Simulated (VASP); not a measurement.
Al2GaP3, 6 atoms in the cell. Symmetry: P3m1, No. 156, trigonal system. Conventional cell: a = 3.895 Å, b = 3.895 Å, c = 9.538 Å, α = 90.00°, β = 90.00°, γ = 120.00°. Al (site symmetry 3m) has 4 P at 2.38 to 2.39 Å within 3.1 Å. Al (site symmetry 3m) has 4 P at 2.38 Å within 3.1 Å. Within 3.2 Å of Ga (site symmetry 3m) lie 4 P at 2.39 Å. Within 3.1 Å of P (site symmetry 3m) lie 3 Al at 2.38 Å and 1 Ga at 2.39 Å. P (site symmetry 3m) has 1 Al at 2.38 Å and 3 Ga at 2.39 Å within 3.1 Å. Within 3.1 Å of P (site symmetry 3m) lie 4 Al at 2.38 to 2.39 Å. 

```yaml
Program: VASP 6.6.1
Task: single point
Functional: PBE
Potentials_or_basis: VASP PAW PBE potentials, release 64 (Al, Ga_d, P)
Cutoff: 520 eV
k_mesh: 12 × 12 × 4
Occupations: gaussian, width 0.02 eV
Spin: no spin polarisation
Dipole_correction: no
Further_INCAR_settings: ALGO = Normal; EDIFF = 1e-07; NBANDS = 26
```

Potentials or basis: VASP PAW PBE potentials, release 64 (Al, Ga_d, P).

Launch:

```bash
$ cat potpaw_PBE.64/Al/POTCAR potpaw_PBE.64/Ga_d/POTCAR potpaw_PBE.64/P/POTCAR > POTCAR
$ mpirun -np 1 vasp_std > vasp.out
```

Hardware: 1 thread of Intel(R) Xeon(R) 6975P-C (Granite Rapids), with other jobs on the host.

**Question.** How long does it take, and how much memory?

**Answer.** Run time: 110 s on 1 thread of Intel(R) Xeon(R) 6975P-C (Granite Rapids) (shared host), peak memory 0.36 GiB. Counts: scf iterations 15, k points 69.
